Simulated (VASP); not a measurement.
Write the native input for VASP 6.6.1 that does the following.

| Item | Value |
| --- | --- |
| Task | relaxation of cell and atoms |
| Functional | PBE |
| Potentials or basis | VASP PAW PBE potentials, release 64 (B) |
| Cutoff | 600 eV |
| k mesh | 25 × 25 × 25 |
| Occupations | fermi-dirac, width 0.08 eV |
| Spin | no spin polarisation |
| Target pressure | 160 GPa |
| Dipole correction | no |
| Further INCAR settings | ALGO = Normal; EDIFF = 1e-07; IBRION = 2; EDIFFG = -0.005; NSW = 32; ISIF = 3 |

The structure of B lies in POSCAR:

```
B
1.0
   -1.0253075683      1.0253075683      1.0253075683
    1.0253075683     -1.0253075683      1.0253075683
    1.0253075683      1.0253075683     -1.0253075683
B
1
Direct
    0.0000000000      0.0000000000      0.0000000000
```

The input as run:

INCAR

```
SYSTEM = B
PREC = Accurate
ENCUT = 600
EDIFF = 1E-7
ISMEAR = -1
SIGMA = 0.08
LREAL = .FALSE.
LASPH = .TRUE.
NELM = 100
ALGO = Normal
ISIF = 3
LWAVE = .FALSE.
LCHARG = .FALSE.
GGA = PE
IBRION = 2
NSW = 32
EDIFFG = -0.005
PSTRESS = 1600.0
```

KPOINTS

```
Automatic mesh
0
G
  25 25 25
  0 0 0
```

Potentials or basis: VASP PAW PBE potentials, release 64 (B).

Run with:

```sh
$ cat potpaw_PBE.64/B/POTCAR > POTCAR
$ mpirun -np 1 vasp_std > vasp.out
```

It gave:

The pressure after relaxing is 160.0 GPa.

Caveat: the relaxation stopped at its first step, so nothing moved; the cell is relaxed towards a set pressure, so the enthalpy falls and the energy may rise.

Wall time 5.8 s on 1 thread of Intel Xeon 6975P-C, on a shared host, peak memory 0.11 GiB.
